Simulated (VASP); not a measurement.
**Hf: single point with PBEsol**

Crystal: Hf.

```xyz
1
Lattice="0.0000 2.1842 2.2934 2.1842 0.0000 2.2934 2.1842 2.1842 0.0000" Properties=species:S:1:pos:R:3 pbc="T T T"
Hf    0.0000    0.0000    0.0000
```

This cell differs from its parent crystal: ratio of the length along z to the lengths across it x 1.05, volume and fractional coordinates fixed.

```json
{
  "Program": "VASP 6.6.1",
  "Task": "single point",
  "Functional": "PBEsol",
  "Potentials or basis": "VASP PAW PBE potentials, release 64 (Hf_pv)",
  "Cutoff": "520 eV",
  "k mesh": "20 × 20 × 20",
  "Occupations": "gaussian, width 0.15 eV",
  "Spin": "no spin polarisation"
}
```

```yaml
Pressure: -1.9 GPa
Band_gap_on_the_k_mesh: zero (bands 5 and 6 overlap by 1.78 eV)
```

Stress tensor (GPa, compression positive):
```
-1.03  0.00  0.00
 0.00 -1.03  0.00
 0.00  0.00 -3.72
```

Levels at points of the mesh, in eV from the Fermi level:
```csv
k point,band 3,band 4,band 5,band 6,band 7,band 8
"(0.00, 0.00, 0.00)",-29.88,-7.29,1.03,1.62,1.62,3.80
"(0.50, 0.00, 0.00)",-29.96,-3.70,0.69,0.86,1.49,6.29
"(0.50, 0.50, 0.00)",-30.15,-3.42,-2.13,2.15,6.53,7.10
"(0.50, 0.00, 0.50)",-30.17,-3.31,-2.23,2.94,6.37,6.76
```

Wall time 83 s on 1 thread of AMD EPYC 9R45 96-Core Processor (Zen 5), on a shared host, peak memory 0.24 GiB.

Caveat: the PAW data sets were made with another functional, which shifts forces and pressure a little; spin-orbit coupling is left out, which moves the levels of the heavy elements.
